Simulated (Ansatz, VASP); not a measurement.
**Two plane-wave programs on BaZrO3**

```
CELL_PARAMETERS angstrom
4.22692 0.00000 0.00000
0.00000 4.22692 0.00000
0.00000 0.00000 4.22692
ATOMIC_POSITIONS crystal
Ba 0.00000 0.00000 0.00000
Zr 0.50000 0.50000 0.50000
O 0.00000 0.50000 0.50000
O 0.50000 0.00000 0.50000
O 0.50000 0.50000 0.00000
```

Alike in both runs: functional PBE; k mesh 6 × 6 × 6; occupations gaussian, width 0.02 eV; no spin polarisation.

Ansatz relaxed the structure, and its values are those at the end. VASP's run is a single point on that final structure, the one shown.

|  | VASP | Ansatz |
| --- | --- | --- |
| version | VASP 6.6.1 | Ansatz 0.2.0 |
| potentials or method | VASP PAW PBE potentials, release 64 (Ba_sv, Zr_sv, O), cutoff 520 eV | scalar-relativistic, plane waves, PAW |
| valence electrons in the cell | 40 | 40 |

Ansatz gave:

```
gap on the k mesh at the Fermi level (eV) : 3.18
least direct gap on the mesh (eV)         : 3.40
pressure (GPa)                            : 0.0
```

Q: Which values does VASP return?

A: gap on the k mesh at the Fermi level (eV): 3.13; least direct gap on the mesh (eV): 3.38; pressure (GPa): 1.0.

Spin-orbit coupling is off throughout.
